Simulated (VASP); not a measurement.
Input of a VASP 6.6.1 run:

Contents of INCAR:

```
PREC     = Accurate       # precision mode
ENCUT    = 520            # plane-wave cutoff, eV
EDIFF    = 1E-6           # SCF threshold, eV
ISMEAR   = 0              # smearing method
SIGMA    = 0.15           # smearing width, eV
LREAL    = False          # projectors in reciprocal space
LASPH    = True           # aspherical terms in the spheres
NELM     = 100            # most SCF steps
ALGO     = Normal         # electronic algorithm
ISIF     = 2              # what is computed and relaxed
LWAVE    = False          # write WAVECAR
LCHARG   = True           # write CHGCAR
GGA      = PE             # functional
LELF     = True           # ELF
LVHAR    = True         
NBANDS   = 16             # bands
```

KPOINTS

```
regular mesh
0
Gamma
  24 24 12
```

Contents of POSCAR:

```
Co
1.0
    2.4220163998      0.0000000000      0.0000000000
   -1.2110081999      2.0975277306      0.0000000000
    0.0000000000      0.0000000000      3.9171327130
Co
2
Direct
    0.6666666667      0.3333333333      0.2500000000
    0.3333333333      0.6666666667      0.7500000000
```

Potentials or basis: VASP PAW PBE potentials, release 64 (Co).

Run with:

```bash
$ cat potpaw_PBE.64/Co/POTCAR > POTCAR
$ mpirun -np 1 vasp_std > vasp.out
```

(1) Estimate the pressure.

(2) Predict the band gap on the k mesh.

Answers

(1) 9.8 GPa.

(2) zero (band 9 reaches 11.90 eV, above the bottom of band 10 at 10.28 eV).

Caveat: the run has no spin polarisation, though such a crystal can be magnetic.
